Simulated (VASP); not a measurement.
# ScRu3 (I4/mmm) in VASP: further runs

ScRu3 is run at these levels: PBE; tasks: single point.

All numbers are computed with VASP 6.6.1; they aren't measurements. Logs are shortened: lines on timing, memory, paths and dates and some standing lists are left out, and cuts for length are marked.

## Step 1: The cell of the first run

Symmetry: I4/mmm, No. 139, tetragonal system. The conventional cell has a = 3.899 Å, b = 3.899 Å, c = 8.045 Å, α = 90.00°, β = 90.00°, γ = 90.00°. Within 3.6 Å of Sc (site symmetry 4/mmm) lie 12 Ru at 2.76 to 2.80 Å. Within 3.6 Å of Ru (site symmetry -4m2) lie 8 Ru at 2.76 to 2.80 Å and 4 Sc at 2.80 Å. Ru (site symmetry 4/mmm) has 4 Sc at 2.76 Å and 8 Ru at 2.80 Å within 3.6 Å.

## Step 2: Single point, PBE

The input, INCAR:

```
  PREC = Accurate
  ENCUT = 520
  EDIFF = 1E-7
  ISMEAR = 0
  SIGMA = 0.1
  LREAL = F
  LASPH = T
  NELM = 60
  ALGO = Normal
  ISIF = 2
  LWAVE = F
  LCHARG = F
  GGA = PE
  NBANDS = 34
```

The input, KPOINTS:

```
regular mesh
0
Gamma
  6 6 6
```

The input, POSCAR:

```
ScRu3
1.0
   -1.9492590400      1.9492590400      4.0222911800
    1.9492590400     -1.9492590400      4.0222911800
    1.9492590400      1.9492590400     -4.0222911800
Sc Ru
1 3
Direct
    0.0000000000      0.0000000000      0.0000000000
    0.7500000000      0.2500000000      0.5000000000
    0.2500000000      0.7500000000      0.5000000000
    0.5000000000      0.5000000000      0.0000000000
```

Potentials or basis: VASP PAW PBE potentials, release 64 (Sc_sv, Ru_pv).

Run with:

```sh
> cat potpaw_PBE.64/Sc_sv/POTCAR potpaw_PBE.64/Ru_pv/POTCAR > POTCAR
> mpirun -np 1 vasp_std > vasp.out
```

OUTCAR:

```text
PREC = Accurate
   ENCUT = 520
   EDIFF = 1E-7
   ISMEAR = 0
   LREAL = F
   LASPH = T
   NELM = 60
   ISIF = 2
   GGA = PE

 ion  position               nearest neighbor table
   1  0.000  0.000  0.000-   4 2.76   4 2.76   4 2.76   4 2.76   3 2.80   2 2.80   3 2.80   3 2.80
                             2 2.80   2 2.80   3 2.80   2 2.80
   2  0.750  0.250  0.500-   3 2.76   3 2.76   3 2.76   3 2.76   4 2.80   1 2.80   4 2.80   1 2.80
                             4 2.80   4 2.80   1 2.80   1 2.80
   3  0.250  0.750  0.500-   2 2.76   2 2.76   2 2.76   2 2.76   4 2.80   1 2.80   4 2.80   4 2.80
                             1 2.80   1 2.80   4 2.80   1 2.80
   4  0.500  0.500  0.000-   1 2.76   1 2.76   1 2.76   1 2.76   3 2.80   2 2.80   3 2.80   2 2.80
                             3 2.80   3 2.80   2 2.80   2 2.80

  LATTYP: Found a body centered tetragonal cell.
 ALAT       =     3.8985180800
 C/A-ratio  =     2.0634975124

  Lattice vectors:

 A1 = (  -1.9492590400,   1.9492590400,   4.0222911800)
 A2 = (   1.9492590400,  -1.9492590400,   4.0222911800)
 A3 = (   1.9492590400,   1.9492590400,  -4.0222911800)

Analysis of symmetry for initial positions (statically):
=====================================================================
 Subroutine PRICEL returns:
 Original cell was already a primitive cell.

 Routine SETGRP: Setting up the symmetry group for a
 body centered tetragonal supercell.

 Subroutine GETGRP returns: Found 16 space group operations
 (whereof 16 operations were pure point group operations)
 out of a pool of 16 trial point group operations.

The static configuration has the point symmetry D_4h.

Analysis of symmetry for dynamics (positions and initial velocities):
=====================================================================
 Subroutine PRICEL returns:
 Original cell was already a primitive cell.

 Routine SETGRP: Setting up the symmetry group for a
 body centered tetragonal supercell.

 Subroutine GETGRP returns: Found 16 space group operations
 (whereof 16 operations were pure point group operations)
 out of a pool of 16 trial point group operations.

The dynamic configuration has the point symmetry D_4h.

 Subroutine INISYM returns: Found 16 space group operations
 (whereof 16 operations are pure point group operations),
 and found     1 'primitive' translations

----------------------------------------------------------------------------------------

                                     Primitive cell

  volume of cell :      61.1326

  direct lattice vectors                    reciprocal lattice vectors
    -1.949259040  1.949259040  4.022291180     0.000000000  0.256507724  0.124307261
     1.949259040 -1.949259040  4.022291180     0.256507724  0.000000000  0.124307261
     1.949259040  1.949259040 -4.022291180     0.256507724  0.256507724  0.000000000

  length of vectors
     4.876273982  4.876273982  4.876273982     0.285041239  0.285041239  0.362756702

  position of ions in fractional coordinates (direct lattice)
     0.000000000  0.000000000  0.000000000
     0.750000000  0.250000000  0.500000000
     0.250000000  0.750000000  0.500000000
     0.500000000  0.500000000  0.000000000

  ion indices of the primitive-cell ions
   primitive index   ion index
                 1           1
                 2           2
                 3           3
                 4           4

----------------------------------------------------------------------------------------

 KPOINTS: regular mesh

Automatic generation of k-mesh.
 Grid dimensions read from file:
 generate k-points for:    6    6    6

 Generating k-lattice:

  Cartesian coordinates                     Fractional coordinates (reciprocal lattice)
     0.000000000  0.042751287  0.020717877     0.166666667  0.000000000  0.000000000
     0.042751287  0.000000000  0.020717877     0.000000000  0.166666667  0.000000000
     0.042751287  0.042751287  0.000000000     0.000000000  0.000000000  0.166666667

  Length of vectors
     0.047506873  0.047506873  0.060459450

  Shift w.r.t. Gamma in fractional coordinates (k-lattice)
     0.000000000  0.000000000  0.000000000

 Subroutine IBZKPT returns following result:
 ===========================================

 Found     30 irreducible k-points:

 Following reciprocal coordinates:
            Coordinates               Weight
  0.000000  0.000000  0.000000      1.000000
  0.166667  0.000000 -0.000000      8.000000
  0.333333  0.000000 -0.000000      8.000000
  0.500000  0.000000  0.000000      4.000000
  0.166667  0.166667  0.000000      8.000000
  0.333333  0.166667  0.000000     16.000000
[... 16 lines left out ...]
 -0.333333 -0.333333  0.166667      8.000000
 -0.166667 -0.333333  0.166667      8.000000
 [... further k-points ...]
   k-points           NKPTS =     30   k-points in BZ     NKDIM =     30   number of bands    NBANDS=     34
   number of dos      NEDOS =    301   number of ions     NIONS =      4
   total plane-waves  NPLWV =  46656
   dimension x,y,z NGX =    36 NGY =   36 NGZ =   36
   dimension x,y,z NGXF=    72 NGYF=   72 NGZF=   72
   ions per type =               1   3
   NGX,Y,Z   is equivalent  to a cutoff of  12.27, 12.27, 12.27 a.u.
   NGXF,Y,Z  is equivalent  to a cutoff of  24.55, 24.55, 24.55 a.u.
 SYSTEM =  unknown system
   PREC   = accura    normal or accurate (medium, high low for compatibility)
   ISTART =      0    job   : 0-new  1-cont  2-samecut
   ICHARG =      2    charge: 1-file 2-atom 10-const
   ISPIN  =      1    spin polarized calculation?
   LNONCOLLINEAR =      F non collinear calculations
   LSORBIT =      F    spin-orbit coupling
   LASPH  =      T    aspherical Exc in radial PAW
   ENCUT  =  520.0 eV  38.22 Ry    6.18 a.u.   9.07  9.07  9.07*2*pi/ulx,y,z
   NELM   =     60;   NELMIN=  2; NELMDL= -5     # of ELM steps
   EDIFF  = 0.1E-06   stopping-criterion for ELM
   LREAL  =      F    real-space projection
   EDIFFG = 0.1E-05   stopping-criterion for IOM
   NSW    =      0    number of steps for IOM
   IBRION =     -1    ionic relax: 0-MD 1-quasi-New 2-CG
   NFREE  =      0    steps in history (QN), initial steepest desc. (CG)
   ISIF   =      2    stress and relaxation
   ISYM   =      2    0-nonsym 1-usesym 2-fastsym
   POTIM  = 0.5000    time-step for ionic-motion
   TEBEG  =    0.0;   TEEND  =   0.0 temperature during run
   PSTRESS=    0.0 pullay stress
   NELECT =      53.0000    total number of electrons
   NUPDOWN=      -1.0000    fix difference up-down
   EMIN   =  10.00;   EMAX   =-10.00  energy-range for DOS
   EFERMI =   0.00;   METHOD = LEGACY
   ISMEAR =     0;   SIGMA  =   0.10  broadening in eV -4-tet -1-fermi 0-gaus
   EFERMI_NEDOS =   21; number of points for ismear=-14 and -15
   IALGO  =     38    algorithm
   IMIX   =      4    mixing-type and parameters
     AMIX     =   0.40;   BMIX     =  1.00
     AMIX_MAG =   1.60;   BMIX_MAG =  1.00
  volume/ion in A,a.u.               =      15.28       103.14
  Fermi-wavevector in a.u.,A,eV,Ry     =   1.561023  2.949905 33.154571  2.436792
  Thomas-Fermi vector in A             =   2.664149
   LORBIT       =      0    0 simple, 1 ext, 2 COOP (PROOUT), +10 PAW based schemes
   GGA     = PE    functional components
   LHFCALC =     F    Hartree Fock is set to
   AEXX    =    0.0000 exact exchange contribution
   IVDW    =     0    specifies the selected vdW correction
   LEPSILON=     F    determine dielectric tensor
   LRPA    =     F    only Hartree local field effects (RPA)
 non-spin polarized calculation
 Gauss-broadening in eV      SIGMA  =   0.10
  energy-cutoff  :      520.00
  volume of cell :       61.13
 maximum number of plane-waves:      1670
   NGX = 19   NGY = 19   NGZ = 19

 number of electron      52.9999992 magnetization

 Free energy of the ion-electron system (eV)
  ---------------------------------------------------
  ext. energy  EPLUGINS =         0.00000000
  ---------------------------------------------------
  free energy    TOTEN  =       -34.00666847 eV

  energy without entropy =      -33.97268800  energy(sigma->0) =      -33.98967824

 E-fermi :   9.6577     XC(G=0): -13.0124

 val. band max:        9.6399993900   @ k =   0.3333   0.0000  -0.0000
 cond. band min:       9.6808120123   @ k =  -0.3333   0.1667   0.0000
 fundamental gap:      0.0408126223
 Fermi energy:         9.6577415877

 k-point     1 :       0.0000    0.0000    0.0000
  band No.  band energies     occupation
      1     -38.7344      2.00000
      2     -32.9047      2.00000
      3     -32.8510      2.00000
      4     -32.8510      2.00000
      5     -32.6381      2.00000
      6     -32.6381      2.00000
[... 26 lines left out ...]
     33      13.6057      0.00000
     34      13.6057      0.00000

 k-point     2 :       0.1667    0.0000   -0.0000
  band No.  band energies     occupation
      1     -38.7355      2.00000
      2     -32.9089      2.00000
      3     -32.8316      2.00000
      4     -32.8109      2.00000
      5     -32.6668      2.00000
      6     -32.6391      2.00000
[... 26 lines left out ...]
     33      13.6175      0.00000
     34      14.3149      0.00000

 k-point     3 :       0.3333    0.0000   -0.0000
  band No.  band energies     occupation
      1     -38.7377      2.00000
      2     -32.8804      2.00000
      3     -32.7823      2.00000
      4     -32.7691      2.00000
      5     -32.6602      2.00000
      6     -32.6474      2.00000
[... 26 lines left out ...]
     33      13.1180      0.00000
     34      13.8137      0.00000

 k-point     4 :       0.5000    0.0000    0.0000
  band No.  band energies     occupation
      1     -38.7388      2.00000
      2     -32.8537      2.00000
      3     -32.7443      2.00000
      4     -32.7363      2.00000
      5     -32.6714      2.00000
      6     -32.6627      2.00000
[... 26 lines left out ...]
     33      13.0992      0.00000
     34      13.7643      0.00000

 k-point     5 :       0.1667    0.1667    0.0000
  band No.  band energies     occupation
      1     -38.7365      2.00000
      2     -32.9237      2.00000
      3     -32.8202      2.00000
      4     -32.7770      2.00000
      5     -32.6659      2.00000
      6     -32.6260      2.00000
[... 621 lines left out ...]
 k-point    22 :      -0.1667    0.5000    0.1667
  band No.  band energies     occupation
      1     -38.7391      2.00000
      2     -32.8275      2.00000
      3     -32.8133      2.00000
      4     -32.7966      2.00000
      5     -32.6399      2.00000
      6     -32.6016      2.00000
[... 26 lines left out ...]
     33      13.3435      0.00000
     34      13.8848      0.00000

 k-point    23 :      -0.3333   -0.3333    0.1667
  band No.  band energies     occupation
      1     -38.7386      2.00000
      2     -32.9071      2.00000
      3     -32.8054      2.00000
      4     -32.8042      2.00000
      5     -32.6184      2.00000
      6     -32.6099      2.00000
[... 26 lines left out ...]
     33      13.6954      0.00000
     34      13.7278      0.00000

 k-point    24 :      -0.1667   -0.3333    0.1667
  band No.  band energies     occupation
      1     -38.7376      2.00000
      2     -32.8741      2.00000
      3     -32.8617      2.00000
      4     -32.8236      2.00000
      5     -32.6167      2.00000
      6     -32.5946      2.00000
[... 26 lines left out ...]
     33      13.4285      0.00000
     34      14.0993      0.00000

 [... further k-points ...]
[... 5 lines left out ...]
  --------------------------------------------------------------------------------------
  -------------------------------------------------------------------------------------
  Total       -0.6821019     -0.6821019     -0.4826189      0.0000000      0.0000000      0.0000000
  in kB      -17.8766942    -17.8766942    -12.6485950      0.0000000      0.0000000      0.0000000
  external PRESSURE =     -16.1339945 kB  Pullay stress =       0.0000000 kB

 VOLUME and BASIS-vectors are now :
 -----------------------------------------------------------------------------
  energy-cutoff  :      520.00
  volume of cell :       61.13
      direct lattice vectors                 reciprocal lattice vectors
    -1.949259040  1.949259040  4.022291180     0.000000000  0.256507724  0.124307261
     1.949259040 -1.949259040  4.022291180     0.256507724  0.000000000  0.124307261
     1.949259040  1.949259040 -4.022291180     0.256507724  0.256507724  0.000000000

 POSITION                                       TOTAL-FORCE (eV/Angst)
 -----------------------------------------------------------------------------------
      0.00000      0.00000      0.00000        -0.000000      0.000000      0.000000
      0.00000      1.94926      2.01115         0.000000      0.000000      0.000000
      1.94926      0.00000      2.01115        -0.000000     -0.000000     -0.000000
      0.00000      0.00000      4.02229        -0.000000      0.000000      0.000000
 -----------------------------------------------------------------------------------
    total drift:                               -0.000000      0.000000      0.000000

  FREE ENERGIE OF THE ION-ELECTRON SYSTEM (eV)
  ---------------------------------------------------
  free  energy   TOTEN  =       -34.0066684708 eV

  energy  without entropy=      -33.9726880014  energy(sigma->0) =      -33.98967824
```

Wall time 47 s (1 thread of Intel Xeon 6975P-C (Granite Rapids), shared host); peak memory 0.22 GiB.

Results:

- Free energy: -34.0067 eV
- Pressure: -1.6 GPa
- Band gap on the k mesh: zero (an odd number of electrons rules out a gap without spin polarisation)

Levels at points of the mesh, in eV from the Fermi level:
```csv
k point,band 23,band 24,band 25,band 26,band 27,band 28,band 29,band 30,band 31,band 32
"(0.00, 0.00, 0.00)",-1.34,-0.44,-0.44,-0.22,-0.07,0.85,2.31,3.09,3.40,3.85
"(0.50, 0.00, 0.00)",-1.96,-1.89,-0.85,-0.35,-0.24,-0.20,1.22,1.36,1.85,2.55
"(0.50, 0.50, 0.00)",-1.55,-0.87,-0.76,-0.34,0.13,0.71,1.24,1.32,1.53,3.49
"(0.50, 0.50, 0.50)",-0.22,-0.22,-0.20,0.88,0.88,0.96,1.52,2.31,4.02,4.02
```

## Step 3: Single point, PBE

This run uses another cell than the first one, of 15.15 Å³/atom.

The input, INCAR:

```
SYSTEM = ScRu3
ALGO     = Fast           ! electronic algorithm
EDIFF    = 1E-6           ! SCF threshold, eV
ENCUT    = 520            ! plane-wave cutoff, eV
GGA      = PE             ! functional
ISIF     = 2              ! what is computed and relaxed
ISMEAR   = 0              ! smearing method
LASPH    = .True.         ! aspherical terms in the spheres
LCHARG   = .False.        ! write CHGCAR
LREAL    = .False.        ! projectors in reciprocal space
LWAVE    = .False.        ! write WAVECAR
NBANDS   = 34             ! bands
NELM     = 80             ! most SCF steps
PREC     = Accurate       ! precision mode
SIGMA    = 0.1            ! smearing width, eV
```

The input, KPOINTS:

```
k-points
0
Gamma
  16 16 16
  0 0 0
```

The input, POSCAR:

```
ScRu3
1.0
   -1.9371162854      1.9371162854      4.0377173538
    1.9371162854     -1.9371162854      4.0377173538
    1.9371162854      1.9371162854     -4.0377173538
Sc Ru
1 3
Direct
    0.0000000000      0.0000000000      0.0000000000
    0.7500000000      0.2500000000      0.5000000000
    0.2500000000      0.7500000000      0.5000000000
    0.5000000000      0.5000000000      0.0000000000
```

Potentials or basis: VASP PAW PBE potentials, release 64 (Sc_sv, Ru_pv).

Run with:

```sh
> cat potpaw_PBE.64/Sc_sv/POTCAR potpaw_PBE.64/Ru_pv/POTCAR > POTCAR
> mpirun -np 1 vasp_std > vasp.out
```

Wall time 7.4 min (1 thread of Intel Xeon 6975P-C (Granite Rapids), shared host); peak memory 0.67 GiB.

It converged, with:

```yaml
Free_energy: -34.0244 eV
Pressure: 0.2 GPa
Band_gap_on_the_k_mesh: zero (an odd number of electrons rules out a gap without spin polarisation)
```

Levels at points of the mesh, in eV from the Fermi level:
```tsv
k point	band 24	band 25	band 26	band 27	band 28	band 29	band 30	band 31
(0.00, 0.00, 0.00)	-0.40	-0.40	-0.21	-0.07	0.93	2.41	3.09	3.34
(0.50, 0.00, 0.00)	-1.85	-0.80	-0.34	-0.23	-0.16	1.26	1.36	1.91
(0.50, 0.50, 0.00)	-0.86	-0.74	-0.34	0.18	0.76	1.29	1.39	1.60
(0.50, 0.50, 0.50)	-0.18	-0.18	0.94	0.94	1.03	1.58	2.41	4.17
```
